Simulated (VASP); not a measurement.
Wanted: the native input for a VASP 6.6.1 run.

```yaml
Task: relaxation of the atoms
Functional: LDA
Potentials_or_basis: VASP PAW LDA potentials, release 64 (Si)
Cutoff: 520 eV
k_mesh: 9 × 9 × 1
Occupations: gaussian, width 0.05 eV
Spin: no spin polarisation
Dipole_correction: yes
Atoms_held_fixed_from_0: "[0, 1]"
Further_INCAR_settings: ALGO = Normal; EDIFF = 1e-06; IBRION = 2; EDIFFG = -0.03; NSW = 70
```

The structure of Si lies in POSCAR:

```
Si
1.0
    3.8195065206      0.0000000000      0.0000000000
   -1.9097532603      3.3077896768      0.0000000000
    0.0000000000      0.0000000000     17.8982675186
Si
4
Selective dynamics
Direct
    0.3333333333      0.6666666667      0.3910993057  F F F
    0.0000000000      0.0000000000      0.4346595834  F F F
    0.0000000000      0.0000000000      0.5653404166  T T T
    0.6666666667      0.3333333333      0.6089006943  T T T
```

These files were run (other wordings do the same):

INCAR

```
PREC = Accurate ; ENCUT = 520
EDIFF = 1E-6 ; ISMEAR = 0
SIGMA = 0.05 ; LREAL = F
LASPH = T ; NELM = 100
ALGO = Normal ; ISIF = 2
LWAVE = F ; LCHARG = F
LDIPOL = T ; IDIPOL = 3
DIPOL = 0.5 0.5 0.500 ; IBRION = 2
NSW = 70 ; EDIFFG = -0.03
```

KPOINTS

```
Automatic mesh
0
Gamma
  9 9 1
```

Potentials or basis: VASP PAW LDA potentials, release 64 (Si).

Launch:

```console
$ cat potpaw_LDA.64/Si/POTCAR > POTCAR
$ mpirun -np 1 vasp_std > vasp.out
```

Results of the run:

```
Energy gained by relaxing : 16.8 meV/atom
Ionic steps               : 8
```

Run time: 3.5 min on 1 thread of AMD EPYC 7R43 64-Core Processor (Zen 3), with other jobs on the host, peak memory 0.21 GiB.
